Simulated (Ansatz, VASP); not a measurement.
**One calculation of PtSe2, two programs**

```
Pt Se
1.0
     3.74271    0.00000    0.00000
    -1.87136    3.24129    0.00000
     0.00000    0.00000    4.76068
Pt Se
1 2
Direct
  0.00000 0.00000 0.00000
  0.33333 0.66667 0.26446
  0.66667 0.33333 0.73554
```

Alike in both runs: functional LDA; k mesh 10 × 10 × 6; occupations fermi-dirac, width 0.1 eV; no spin polarisation.

Ansatz relaxed the structure, and its values are those at the end. VASP's run is a single point on that final structure, the one shown.

```csv
,VASP,Ansatz
version,VASP 6.6.1,Ansatz 0.2.0
potentials or method,"VASP PAW LDA potentials, release 64 (Pt, Se)","PAW with Ansatz's default frozen-core files, scalar-relativistic"
plane-wave cutoff (eV),520,420
valence electrons in the cell,22,50
```

|  | VASP | Ansatz | Ansatz less VASP |
| --- | --- | --- | --- |
| pressure (GPa) | 0.4 | 0.0 | -0.42 |
| rms of the force components (eV/Å) | 0.024 | 0.000 | -0.0235 |

LDA's correlation is that of Perdew and Zunger in VASP and of Perdew and Wang (1992) in Ansatz. VASP's potentials hold 22 valence electrons a cell and Ansatz's 50, so a difference there can come from the potentials and not from the codes.

Neither program's run includes spin-orbit coupling.
